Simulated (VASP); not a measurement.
The system is ZnSe (Stilleite).

```
CELL_PARAMETERS angstrom
0.00000 2.83380 2.83380
2.83380 0.00000 2.83380
2.83380 2.83380 0.00000
ATOMIC_POSITIONS crystal
Se 0.75000 0.75000 0.75000
Zn 0.00000 0.00000 0.00000
```

- Program: VASP 6.6.1
- Task: relaxation of cell and atoms
- Functional: PBEsol
- Dispersion: D4
- Potentials or basis: VASP PAW PBE potentials, release 64 (Se, Zn)
- Cutoff: 600 eV
- k mesh: 8 × 8 × 8
- Occupations: fermi-dirac, width 0.05 eV
- Spin: no spin polarisation

At the start: pressure -2.1 GPa; volume 22.76 Å³/atom.

Task: How do energy, volume and symmetry change on relaxing?

Result: Over 5 steps the energy falls by 5.1 meV/atom and the volume is 22.03 Å³/atom (-3.2 %); space group F-43m (No. 216, to 0.05 Å).

Step by step:
| step | energy change (eV) | largest force (eV/Å) | pressure (GPa) | volume (Å³) |
| --- | --- | --- | --- | --- |
| 1 | 0.0000 | 0.0000 | -2.11 | 45.51 |
| 2 | -0.0091 | 0.0000 | 0.71 | 43.56 |
| 3 | -0.0101 | 0.0000 | -0.10 | 44.02 |
| 4 | -0.0101 | 0.0000 | 0.13 | 43.96 |
| 5 | -0.0101 | 0.0000 | -0.04 | 44.07 |

Final structure:
```
CELL_PARAMETERS angstrom
0.00000 2.80346 2.80346
2.80346 0.00000 2.80346
2.80346 2.80346 0.00000
ATOMIC_POSITIONS crystal
Se 0.75000 0.75000 0.75000
Zn 0.00000 0.00000 0.00000
```

Caveat: the PAW data sets were made with another functional, which shifts forces and pressure a little.
